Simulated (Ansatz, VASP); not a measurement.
## Two plane-wave programs on CsSnBr3

The input INCAR:

```
SYSTEM = CsSnBr3
PREC = Accurate ; ENCUT = 500
EDIFF = 1E-6 ; ISMEAR = 0
SIGMA = 0.01 ; LREAL = .FALSE.
LASPH = .TRUE. ; NELM = 120
ALGO = Normal ; ISIF = 2
LWAVE = .FALSE. ; LCHARG = .FALSE.
GGA = PS ; NBANDS = 30
GGA_COMPAT = .FALSE.
```

File KPOINTS:

```
regular mesh
0
G
  6 6 6
  0 0 0
```

File POSCAR:

```
CsSnBr3
1.0
    5.7652880465      0.0000000000      0.0000000000
    0.0000000000      5.7652880465      0.0000000000
    0.0000000000      0.0000000000      5.7652880465
Cs Sn Br
1 1 3
Direct
    0.0000000000      0.0000000000      0.0000000000
    0.5000000000      0.5000000000      0.5000000000
    0.5000000000      0.5000000000      0.0000000000
    0.5000000000      0.0000000000      0.5000000000
    0.0000000000      0.5000000000      0.5000000000
```

Input for Ansatz:

```yaml
crystal:
  lattice:
    - [5.7652880465, 0.0, 0.0]
    - [0.0, 5.7652880465, 0.0]
    - [0.0, 0.0, 5.7652880465]
  atoms:
    - { symbol: Cs, position: [0.0, 0.0, 0.0] }
    - { symbol: Sn, position: [0.5, 0.5, 0.5] }
    - { symbol: Br, position: [0.5, 0.5, 0.0] }
    - { symbol: Br, position: [0.5, 0.0, 0.5] }
    - { symbol: Br, position: [0.0, 0.5, 0.5] }
basis:
  ecutwfc: 420
kpoints:
  mp_grid: { grid: [6, 6, 6] }
  band_path:
    path:
      - [[0.0, 0.0, 0.0], [0.0, 0.5, 0.0], [0.5, 0.5, 0.0], [0.0, 0.0, 0.0], [0.5, 0.5, 0.5], [0.0, 0.5, 0.0]]
      - [[0.5, 0.5, 0.5], [0.5, 0.5, 0.0]]
    npoints: 10
hamiltonian:
  xc: pbesol
scf:
  occupations: { method: gaussian, width: 0.01 }
  n_extra_bands: 8
output:
  forces: true
  stress: true
  eigenvalues: true
```

Alike in both runs: task single point; functional PBEsol; k mesh 6 × 6 × 6; occupations gaussian, width 0.01 eV; no spin polarisation.

|  | VASP | Ansatz |
| --- | --- | --- |
| version | VASP 6.6.1 | Ansatz 0.2.0 |
| potentials or method | VASP PAW PBE potentials, release 64 (Cs_sv, Sn_d, Br), cutoff 500 eV | scalar-relativistic, plane waves, PAW |
| valence electrons in the cell | 44 | 44 |

Ansatz gave:

| Quantity | Value |
| --- | --- |
| gap on the k mesh at the Fermi level (eV) | 0.22 |
| least direct gap on the mesh (eV) | 0.22 |
| pressure (GPa) | 0.0 |

Q: What did VASP give for the same quantities?

A: gap on the k mesh at the Fermi level (eV): 0.21; least direct gap on the mesh (eV): 0.21; pressure (GPa): 0.0.

VASP's potentials were made for PBE, not for PBEsol. With one functional, cell and mesh, what is left measures potentials, basis and numerics.

Neither program's run includes spin-orbit coupling.
